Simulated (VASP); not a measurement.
Runs of VASP 6.6.1 on ErH. The structure is cubic, space group Fm-3m (No. 225). Conventional cell: a = 4.872 Å, b = 4.872 Å, c = 4.872 Å, α = 90.00°, β = 90.00°, γ = 90.00°. Within 3.2 Å of Er (site symmetry m-3m) lie 6 H at 2.44 Å. H (site symmetry m-3m) has 6 Er at 2.44 Å within 3.2 Å. 

| k mesh | gap on the mesh (eV) | pressure (GPa) | moment (μB) |
| --- | --- | --- | --- |
| 4 × 4 × 4 | none | -1.6 | 2.34 |
| 8 × 8 × 8 | none | (b) | 2.38 |
| 3 × 3 × 3 | none | -2.0 | 2.53 |
| 6 × 6 × 6 | none | (a) | (c) |

Alike in all rows: task single point; level PBEsol; potentials or basis VASP PAW PBE potentials, release 64 (Er, H); spin collinear, ferromagnetic start; cell as given; cutoff (eV) 600; smearing fermi-dirac 0.05 eV.

Estimate the missing entries.

(a) -2.4; (b) -1.8; (c) 2.21.

Caveats: some runs use coarse meshes; the magnetic or orbital state may not be the lowest; the PAW data sets were made with another functional, which shifts forces and pressure a little; spin-orbit coupling is left out, which moves the levels of the heavy elements; semilocal functionals describe open f shells poorly, which spoils levels, moments and volumes.

A k mesh can miss the band edges, and the runs leave out spin-orbit coupling on Er.

A gap of «none» marks levels without a gap at the run's occupations.
